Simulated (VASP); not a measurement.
# TaN in VASP: a series of runs

TaN is run at these levels: PBE; tasks: single point.

All numbers are computed with VASP 6.6.1; they aren't measurements. Logs are shortened: lines on timing, memory, paths and dates and some standing lists are left out, and cuts for length are marked.

### Step 1. The cell of the first run

The structure is tetragonal, space group I4mm (No. 107). The conventional cell has a = 3.082 Å, b = 3.082 Å, c = 4.358 Å, α = 90.00°, β = 90.00°, γ = 90.00°. Within 2.8 Å of Ta (site symmetry 4mm) lie 6 N at 2.08 to 2.28 Å. N (site symmetry 4mm) has 6 Ta at 2.08 to 2.28 Å within 2.8 Å.

### Step 2. Single point, PBE

File INCAR:

```
PREC = Accurate
ENCUT = 700
EDIFF = 1E-6
ISMEAR = -1
SIGMA = 0.2
LREAL = False
LASPH = True
NELM = 120
ALGO = Normal
ISIF = 2
LWAVE = False
LCHARG = False
GGA = PE
NBANDS = 15
ISYM = -1
GGA_COMPAT = False
```

File KPOINTS:

```
explicit points
172
Reciprocal
  0.07142857   0.07142857   0.07142857 2
  0.07142857   0.07142857   0.21428571 2
  0.07142857   0.07142857   0.35714286 2
  0.07142857   0.07142857   0.50000000 2
  0.07142857   0.07142857   0.64285714 2
  0.07142857   0.07142857   0.78571429 2
[... 164 lines left out ...]
  0.50000000   0.50000000   0.35714286 2
  0.50000000   0.50000000   0.50000000 1
```

File POSCAR:

```
TaN
1.0
    0.0000000000      2.1790000000      2.1790000000
    2.1790000000      0.0000000000      2.1790000000
    2.1790000000      2.1790000000      0.0000000000
Ta N
1 1
Direct
    0.5000000000      0.5000000000      0.5000000000
   -0.0229463056      0.0229463056     -0.0229463056
```

Potentials or basis: VASP PAW PBE potentials, release 64 (Ta_pv, N).

Started as:

```sh
$ cat potpaw_PBE.64/Ta_pv/POTCAR potpaw_PBE.64/N/POTCAR > POTCAR
$ mpirun -np 1 vasp_std > vasp.out
```

OUTCAR:

```text
PREC = Accurate
   ENCUT = 700
   EDIFF = 1E-6
   ISMEAR = -1
   LREAL = False
   LASPH = True
   NELM = 120
   ISIF = 2
   GGA = PE
   ISYM = -1

 ion  position               nearest neighbor table
   1  0.500  0.500  0.500-   2 2.08   2 2.18   2 2.18   2 2.18   2 2.18   2 2.28
   2  0.977  0.023  0.977-   1 2.08   1 2.18   1 2.18   1 2.18   1 2.18   1 2.28

IMPORTANT INFORMATION: All symmetrisations will be switched off!
NOSYMM: (Re-)initialisation of all symmetry stuff for point group C_1.

----------------------------------------------------------------------------------------

                                     Primitive cell

  volume of cell :      20.6920

  direct lattice vectors                    reciprocal lattice vectors
     0.000000000  2.179000000  2.179000000    -0.229463056  0.229463056  0.229463056
     2.179000000  0.000000000  2.179000000     0.229463056 -0.229463056  0.229463056
     2.179000000  2.179000000  0.000000000     0.229463056  0.229463056 -0.229463056

  length of vectors
     3.081571352  3.081571352  3.081571352     0.397441672  0.397441672  0.397441672

  position of ions in fractional coordinates (direct lattice)
     0.500000000  0.500000000  0.500000000
     0.977053694  0.022946306  0.977053694

  ion indices of the primitive-cell ions
   primitive index   ion index
                 1           1
                 2           2

----------------------------------------------------------------------------------------

 KPOINTS: explicit points

Read explicit list of k-points.

 Found    172 k-points:

 Following reciprocal coordinates:
            Coordinates               Weight
  0.071429  0.071429  0.071429      0.005831
  0.071429  0.071429  0.214286      0.005831
  0.071429  0.071429  0.357143      0.005831
  0.071429  0.071429  0.500000      0.005831
  0.071429  0.071429  0.642857      0.005831
  0.071429  0.071429  0.785714      0.005831
[... 16 lines left out ...]
  0.071429  0.500000  0.214286      0.005831
  0.071429  0.500000  0.357143      0.005831
 [... further k-points ...]
   k-points           NKPTS =    172   k-points in BZ     NKDIM =    172   number of bands    NBANDS=     15
   number of dos      NEDOS =    301   number of ions     NIONS =      2
   total plane-waves  NPLWV =  21952
   dimension x,y,z NGX =    28 NGY =   28 NGZ =   28
   dimension x,y,z NGXF=    56 NGYF=   56 NGZF=   56
   ions per type =               1   1
   NGX,Y,Z   is equivalent  to a cutoff of  15.11, 15.11, 15.11 a.u.
   NGXF,Y,Z  is equivalent  to a cutoff of  30.21, 30.21, 30.21 a.u.
 SYSTEM =  unknown system
   PREC   = accura    normal or accurate (medium, high low for compatibility)
   ISTART =      0    job   : 0-new  1-cont  2-samecut
[... 19 lines left out ...]
   NUPDOWN=      -1.0000    fix difference up-down
   EMIN   =  10.00;   EMAX   =-10.00  energy-range for DOS
   EFERMI =   0.00;   METHOD = LEGACY
   ISMEAR =    -1;   SIGMA  =   0.20  broadening in eV -4-tet -1-fermi 0-gaus
   EFERMI_NEDOS =   21; number of points for ismear=-14 and -15
   IALGO  =     38    algorithm
   IMIX   =      4    mixing-type and parameters
     AMIX     =   0.40;   BMIX     =  1.00
     AMIX_MAG =   1.60;   BMIX_MAG =  1.00
  volume/ion in A,a.u.               =      10.35        69.82
  Fermi-wavevector in a.u.,A,eV,Ry     =   1.502615  2.839530 30.719922  2.257851
  Thomas-Fermi vector in A             =   2.613832
   LORBIT       =      0    0 simple, 1 ext, 2 COOP (PROOUT), +10 PAW based schemes
   GGA     = PE    functional components
   LHFCALC =     F    Hartree Fock is set to
   AEXX    =    0.0000 exact exchange contribution
   IVDW    =     0    specifies the selected vdW correction
   LEPSILON=     F    determine dielectric tensor
   LRPA    =     F    only Hartree local field effects (RPA)
 non-spin polarized calculation
  energy-cutoff  :      700.00
  volume of cell :       20.69
 maximum number of plane-waves:       892
 NGX is ok and might be reduce to    28
   NGX = 13   NGY = 13   NGZ = 13

 number of electron      16.0000002 magnetization

 Free energy of the ion-electron system (eV)
  ---------------------------------------------------
  ext. energy  EPLUGINS =         0.00000000
  ---------------------------------------------------
  free energy    TOTEN  =       -21.78744438 eV

  energy without entropy =      -21.67181000  energy(sigma->0) =      -21.72962719

 E-fermi :   9.8422     XC(G=0): -13.5837

 val. band max:        9.8313535080   @ k =   0.3571   0.6429   0.5000
 cond. band min:       9.8480196312   @ k =   0.0714   0.7857   0.9286
 fundamental gap:      0.0166661232
 Fermi energy:         9.8422356834

 k-point     1 :       0.0714    0.0714    0.0714
  band No.  band energies     occupation
      1     -25.8888      2.00000
      2     -25.8473      2.00000
      3     -25.8415      2.00000
      4      -9.1040      2.00000
      5       4.9535      2.00000
      6       5.3218      2.00000
      7       5.5550      2.00000
      8       7.7867      1.99993
      9       8.0734      1.99971
     10       8.1804      1.99951
     11      10.4977      0.07271
     12      10.7684      0.01930
     13      11.9684      0.00005
     14      19.6416      0.00000
[... 401 lines left out ...]
      2     -26.1872      2.00000
      3     -26.0976      2.00000
      4      -7.5307      2.00000
      5       2.0789      2.00000
      6       3.1080      2.00000
      7       4.2139      2.00000
      8       6.6034      2.00000
      9      12.5867      0.00000
     10      12.8633      0.00000
     11      13.5474      0.00000
     12      15.0088      0.00000
     13      18.1995      0.00000
     14      19.9789      0.00000
     15      22.3359      0.00000

 [... further k-points ...]

------------------------ aborting loop because EDIFF is reached ----------------------------------------

  FORCE on cell =-STRESS in cart. coord.  units (eV):
  Direction    XX          YY          ZZ          XY          YZ          ZX
  --------------------------------------------------------------------------------------
  -------------------------------------------------------------------------------------
  Total        2.1109898      2.7590220      2.1109912      0.0213816      0.0213817      0.0139652
  in kB      163.4538062    213.6308921    163.4539116      1.6555794      1.6555847      1.0813249
  external PRESSURE =     180.1795367 kB  Pullay stress =       0.0000000 kB

 VOLUME and BASIS-vectors are now :
 -----------------------------------------------------------------------------
  energy-cutoff  :      700.00
  volume of cell :       20.69
      direct lattice vectors                 reciprocal lattice vectors
     0.000000000  2.179000000  2.179000000    -0.229463056  0.229463056  0.229463056
     2.179000000  0.000000000  2.179000000     0.229463056 -0.229463056  0.229463056
     2.179000000  2.179000000  0.000000000     0.229463056  0.229463056 -0.229463056

 POSITION                                       TOTAL-FORCE (eV/Angst)
 -----------------------------------------------------------------------------------
      2.17900      2.17900      2.17900        -0.003409     -0.970289     -0.003409
      2.17900      4.25800      2.17900         0.003409      0.970289      0.003409
 -----------------------------------------------------------------------------------
    total drift:                               -0.000000     -0.000129      0.000001

  FREE ENERGIE OF THE ION-ELECTRON SYSTEM (eV)
  ---------------------------------------------------
  free  energy   TOTEN  =       -21.7874443765 eV

  energy  without entropy=      -21.6718100008  energy(sigma->0) =      -21.72962719
```

It took 52 s on 1 thread of Intel Xeon Platinum 8488C (Sapphire Rapids), shared host; peak memory 0.23 GiB.

What came out:

```
Free energy            : -21.7874 eV
Pressure               : 18.0 GPa
Largest force          : 0.970 eV/Å
Band gap on the k mesh : zero (bands 8 and 9 overlap by 3.72 eV)
```

Forces in eV/Å, atoms in the order of the input:
```
Ta  -0.003 -0.970 -0.003
N    0.003  0.970  0.003
```

Caveat: the cell stands under pressure; spin-orbit coupling is left out, which moves the levels of the heavy elements.

### Step 3. Single point, PBE

File INCAR:

```
  PREC = Accurate
  ENCUT = 700
  EDIFF = 1E-6
  ISMEAR = -1
  SIGMA = 0.2
  LREAL = False
  LASPH = True
  NELM = 120
  ALGO = Normal
  ISIF = 2
  LWAVE = False
  LCHARG = False
  GGA = PE
  ISYM = -1
  NBANDS = 15
  GGA_COMPAT = False
```

KPOINTS is that of step 2.

Edit POSCAR of step 2 so:

```diff
@@ -9,2 +9,2 @@
     0.5000000000      0.5000000000      0.5000000000
-   -0.0229463056      0.0229463056     -0.0229463056
+   -0.0114731528      0.0114731528     -0.0114731528
```

Potentials or basis: VASP PAW PBE potentials, release 64 (Ta_pv, N).

Started as:

```sh
$ cat potpaw_PBE.64/Ta_pv/POTCAR potpaw_PBE.64/N/POTCAR > POTCAR
$ mpirun -np 1 vasp_std > vasp.out
```

Run time: 49 s. Hardware: 1 thread of Intel Xeon Platinum 8488C (Sapphire Rapids), shared host; peak memory 0.23 GiB.

It converged, with:

| Quantity | Value |
| --- | --- |
| Free energy | -21.8231 eV |
| Pressure | 16.6 GPa |
| Largest force | 0.464 eV/Å |
| Band gap on the k mesh | zero (bands 8 and 9 overlap by 3.90 eV) |

Forces in eV/Å, atoms in the order of the input:
```
Ta  -0.001 -0.464 -0.001
N    0.001  0.464  0.001
```

Stress tensor (GPa, compression positive):
```
16.22  0.10  0.10
 0.10 17.48  0.10
 0.10  0.10 16.22
```

Levels at points of the mesh, in eV from the Fermi level:
| k point | band 6 | band 7 | band 8 | band 9 | band 10 | band 11 |
| --- | --- | --- | --- | --- | --- | --- |
| (0.50, 0.50, 0.50) | -7.78 | -7.78 | 1.98 | 2.00 | 2.08 | 3.90 |

Caveat: the cell stands under pressure; spin-orbit coupling is left out, which moves the levels of the heavy elements.

### Step 4. Single point, PBE

File INCAR:

```
ALGO = Normal
EDIFF = 1E-6
ENCUT = 700
GGA = PE
GGA_COMPAT = False
ISIF = 2
ISMEAR = -1
ISYM = -1
LASPH = True
LCHARG = False
LREAL = False
LWAVE = False
NBANDS = 15
NELM = 120
PREC = Accurate
SIGMA = 0.2
```

KPOINTS is that of step 3.

Edit POSCAR of step 3 so:

```diff
@@ -9,2 +9,2 @@
     0.5000000000      0.5000000000      0.5000000000
-   -0.0114731528      0.0114731528     -0.0114731528
+    0.0000000000      0.0000000000      0.0000000000
```

Started as:

```sh
$ cat potpaw_PBE.64/Ta_pv/POTCAR potpaw_PBE.64/N/POTCAR > POTCAR
$ mpirun -np 1 vasp_std > vasp.out
```

Wall time 45 s (1 thread of Intel Xeon Platinum 8488C (Sapphire Rapids), shared host); peak memory 0.22 GiB.

Results (log left out):

* Free energy: -21.8346 eV
* Pressure: 16.2 GPa
* Band gap on the k mesh: zero (bands 8 and 9 overlap by 3.97 eV)

Levels at points of the mesh, in eV from the Fermi level:
| k point | band 5 | band 6 | band 7 | band 8 | band 9 | band 10 | band 11 | band 12 |
| --- | --- | --- | --- | --- | --- | --- | --- | --- |
| (0.50, 0.50, 0.50) | -10.62 | -7.79 | -7.79 | 1.98 | 1.98 | 2.08 | 3.90 | 7.82 |

Caveat: the cell stands under pressure; spin-orbit coupling is left out, which moves the levels of the heavy elements.

### Step 5. Single point, PBE

File INCAR:

```
SYSTEM = TaN
PREC = Accurate
ENCUT = 700
EDIFF = 1E-6
ISMEAR = -1
SIGMA = 0.2
LREAL = .False.
LASPH = .True.
NELM = 120
ALGO = Normal
ISIF = 2
LWAVE = .False.
LCHARG = .True.
GGA = PE
LELF = .True.
LVHAR = .True.
ISYM = -1
NBANDS = 15
GGA_COMPAT = .False.
```

KPOINTS is that of step 4.

Edit POSCAR of step 4 so:

```diff
@@ -9,2 +9,2 @@
     0.5000000000      0.5000000000      0.5000000000
-    0.0000000000      0.0000000000      0.0000000000
+    0.0114731528     -0.0114731528      0.0114731528
```

Started as:

```sh
$ cat potpaw_PBE.64/Ta_pv/POTCAR potpaw_PBE.64/N/POTCAR > POTCAR
$ mpirun -np 1 vasp_std > vasp.out
```

It took 48 s on 1 thread of Intel Xeon Platinum 8488C (Sapphire Rapids), shared host; peak memory 0.22 GiB.

Results (log left out):

| Quantity | Value |
| --- | --- |
| Free energy | -21.8231 eV |
| Pressure | 16.6 GPa |
| Largest force | 0.464 eV/Å |
| Band gap on the k mesh | zero (bands 8 and 9 overlap by 3.90 eV) |

Forces on the atoms (eV/Å):
```
Ta   0.001  0.464  0.001
N   -0.001 -0.464 -0.001
```

Stress tensor (GPa, compression positive):
```
16.22  0.10  0.10
 0.10 17.48  0.10
 0.10  0.10 16.22
```

Levels at points of the mesh, in eV from the Fermi level:
```tsv
k point	band 5	band 6	band 7	band 8	band 9	band 10	band 11	band 12
(0.50, 0.50, 0.50)	-10.61	-7.78	-7.78	1.98	2.00	2.08	3.90	7.77
```

Caveat: the cell stands under pressure; spin-orbit coupling is left out, which moves the levels of the heavy elements.

### Step 6. Single point, PBE

File INCAR:

```
ALGO = Normal
EDIFF = 1E-6
ENCUT = 700
GGA = PE
GGA_COMPAT = F
ISIF = 2
ISMEAR = -1
ISYM = -1
LASPH = T
LCHARG = F
LREAL = F
LWAVE = F
NBANDS = 15
NELM = 120
PREC = Accurate
SIGMA = 0.2
```

KPOINTS is that of step 5.

Edit POSCAR of step 5 so:

```diff
@@ -9,2 +9,2 @@
     0.5000000000      0.5000000000      0.5000000000
-    0.0114731528     -0.0114731528      0.0114731528
+    0.0229463056     -0.0229463056      0.0229463056
```

Potentials or basis: VASP PAW PBE potentials, release 64 (Ta_pv, N).

Started as:

```sh
$ cat potpaw_PBE.64/Ta_pv/POTCAR potpaw_PBE.64/N/POTCAR > POTCAR
$ mpirun -np 1 vasp_std > vasp.out
```

OUTCAR:

```text
EDIFF = 1E-6
   ENCUT = 700
   GGA = PE
   ISIF = 2
   ISMEAR = -1
   ISYM = -1
   LASPH = T
   LREAL = F
   NELM = 120
   PREC = Accurate

 ion  position               nearest neighbor table
   1  0.500  0.500  0.500-   2 2.08   2 2.18   2 2.18   2 2.18   2 2.18   2 2.28
   2  0.023  0.977  0.023-   1 2.08   1 2.18   1 2.18   1 2.18   1 2.18   1 2.28

IMPORTANT INFORMATION: All symmetrisations will be switched off!
NOSYMM: (Re-)initialisation of all symmetry stuff for point group C_1.

----------------------------------------------------------------------------------------

                                     Primitive cell

  volume of cell :      20.6920

  direct lattice vectors                    reciprocal lattice vectors
     0.000000000  2.179000000  2.179000000    -0.229463056  0.229463056  0.229463056
     2.179000000  0.000000000  2.179000000     0.229463056 -0.229463056  0.229463056
     2.179000000  2.179000000  0.000000000     0.229463056  0.229463056 -0.229463056

  length of vectors
     3.081571352  3.081571352  3.081571352     0.397441672  0.397441672  0.397441672

  position of ions in fractional coordinates (direct lattice)
     0.500000000  0.500000000  0.500000000
[... 124 lines left out ...]
      8       7.7867      1.99993
      9       8.0734      1.99971
     10       8.1804      1.99951
     11      10.4977      0.07271
     12      10.7684      0.01930
     13      11.9684      0.00005
     14      19.6416      0.00000
[... 401 lines left out ...]
      2     -26.1872      2.00000
      3     -26.0976      2.00000
      4      -7.5307      2.00000
      5       2.0789      2.00000
      6       3.1080      2.00000
      7       4.2139      2.00000
      8       6.6034      2.00000
      9      12.5867      0.00000
     10      12.8633      0.00000
     11      13.5474      0.00000
     12      15.0088      0.00000
     13      18.1995      0.00000
     14      19.9789      0.00000
     15      22.3359      0.00000

 [... further k-points ...]

------------------------ aborting loop because EDIFF is reached ----------------------------------------

  FORCE on cell =-STRESS in cart. coord.  units (eV):
  Direction    XX          YY          ZZ          XY          YZ          ZX
  --------------------------------------------------------------------------------------
  -------------------------------------------------------------------------------------
  Total        2.1109960      2.7590491      2.1110150      0.0213827      0.0213808      0.0139661
  in kB      163.4542829    213.6329932    163.4557548      1.6556593      1.6555141      1.0813957
  external PRESSURE =     180.1810103 kB  Pullay stress =       0.0000000 kB

 VOLUME and BASIS-vectors are now :
 -----------------------------------------------------------------------------
  energy-cutoff  :      700.00
  volume of cell :       20.69
      direct lattice vectors                 reciprocal lattice vectors
     0.000000000  2.179000000  2.179000000    -0.229463056  0.229463056  0.229463056
     2.179000000  0.000000000  2.179000000     0.229463056 -0.229463056  0.229463056
     2.179000000  2.179000000  0.000000000     0.229463056  0.229463056 -0.229463056

 POSITION                                       TOTAL-FORCE (eV/Angst)
 -----------------------------------------------------------------------------------
      2.17900      2.17900      2.17900         0.003409      0.970290      0.003409
      2.17900      0.10000      2.17900        -0.003409     -0.970290     -0.003409
 -----------------------------------------------------------------------------------
    total drift:                                0.000000      0.000130      0.000001

  FREE ENERGIE OF THE ION-ELECTRON SYSTEM (eV)
  ---------------------------------------------------
  free  energy   TOTEN  =       -21.7874443759 eV

  energy  without entropy=      -21.6718100245  energy(sigma->0) =      -21.72962720
```

Wall time 49 s (1 thread of Intel Xeon Platinum 8488C (Sapphire Rapids), shared host); peak memory 0.23 GiB.

What came out:

| Property | Result |
| --- | --- |
| Free energy | -21.7874 eV |
| Pressure | 18.0 GPa |
| Largest force | 0.970 eV/Å |
| Band gap on the k mesh | zero (bands 8 and 9 overlap by 3.72 eV) |

Forces in eV/Å, atoms in the order of the input:
```
Ta   0.003  0.970  0.003
N   -0.003 -0.970 -0.003
```

Levels at points of the mesh, in eV from the Fermi level:
```tsv
k point	band 4	band 5	band 6	band 7	band 8	band 9	band 10	band 11	band 12	band 13
(0.50, 0.50, 0.50)	-15.91	-10.57	-7.76	-7.74	1.95	2.04	2.08	3.88	7.64	7.98
```

Caveat: the cell stands under pressure; spin-orbit coupling is left out, which moves the levels of the heavy elements.

### Step 7. The runs side by side

| cell | gap on the mesh (eV) | pressure (GPa) | largest force (eV/Å) |
| --- | --- | --- | --- |
| as given, atomic positions A | none | 18.0 | 0.97 |
| as given, atomic positions B | none | 16.6 | 0.46 |
| as given, atomic positions C | none | 16.2 | - |

Alike in all rows: task single point; level PBE; potentials or basis VASP PAW PBE potentials, release 64 (Ta_pv, N); no spin polarisation; k mesh 7 × 7 × 7, shifted; cutoff (eV) 700; smearing fermi-dirac 0.2 eV.

Caveats: the cell stands under pressure; spin-orbit coupling is left out, which moves the levels of the heavy elements.

Absolute energies hang on the potentials; compare differences alone.
